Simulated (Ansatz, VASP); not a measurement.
One calculation of Al2Cu, two programs

```
CELL_PARAMETERS angstrom
-2.87485 2.87485 2.36805
2.87485 -2.87485 2.36805
2.87485 2.87485 -2.36805
ATOMIC_POSITIONS crystal
Al 0.15872 0.65872 0.81744
Al 0.65872 0.84128 0.50000
Al 0.84128 0.34128 0.18256
Al 0.34128 0.15872 0.50000
Cu 0.75000 0.75000 0.00000
Cu 0.25000 0.25000 0.00000
```

Alike in both runs: task single point; functional PBE; k mesh 10 × 10 × 10; occupations gaussian, width 0.15 eV; no spin polarisation.

```csv
,VASP,Ansatz
version,VASP 6.6.1,Ansatz 0.2.0
potentials or method,"VASP PAW PBE potentials, release 64 (Al, Cu), cutoff 520 eV","scalar-relativistic, plane waves, PAW"
valence electrons in the cell,34,50
```

```tsv
	VASP	Ansatz	Ansatz less VASP
gap on the k mesh at the Fermi level (eV)	none	none	-
pressure (GPa)	18.0	18.0	+0.04
traceless stress, the component that is largest in VASP (GPa)	-2.54	-2.60	-0.056
rms of the force components (eV/Å)	0.013	0.012	-0.0010
```

Atom by atom the forces differ by 0.001 eV/Å (rms over components). A gap of «none» marks a metal or a gap that the smearing closes. With one functional, cell and mesh, what is left measures potentials, basis and numerics. VASP's potentials hold 34 valence electrons a cell and Ansatz's 50, so a difference there can come from the potentials and not from the codes.
